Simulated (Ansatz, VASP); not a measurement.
Mo in VASP and in Ansatz

```xyz
8
Lattice="5.0425 0.0000 0.0000 0.0000 5.0425 0.0000 0.0000 0.0000 5.0425" Properties=species:S:1:pos:R:3 pbc="T T T"
Mo    5.0425    0.0000    0.0000
Mo    2.5212    2.5212    2.5212
Mo    1.2606    0.0000    2.5212
Mo    3.7819    0.0000    2.5212
Mo    2.5212    1.2606    0.0000
Mo    2.5212    3.7819    0.0000
Mo    0.0000    2.5212    1.2606
Mo    5.0425    2.5212    3.7819
```

Alike in both runs: functional PBE; k mesh 5 × 5 × 5; occupations fermi-dirac, width 0.1 eV; no spin polarisation.

Ansatz relaxed the structure, and its values are those at the end. VASP's run is a single point on that final structure, the one shown.

```csv
,VASP,Ansatz
version,VASP 6.6.1,Ansatz 0.2.0
potentials or method,"VASP PAW PBE potentials, release 64 (Mo_sv), cutoff 520 eV","plane waves (420 eV) with PAW, scalar-relativistic"
valence electrons in the cell,112,112
```

VASP gave:

- pressure (GPa): 0.5

What did Ansatz give for the same quantities?

Pressure (GPa): 0.0.

With one functional, cell and mesh, what is left measures potentials, basis and numerics.
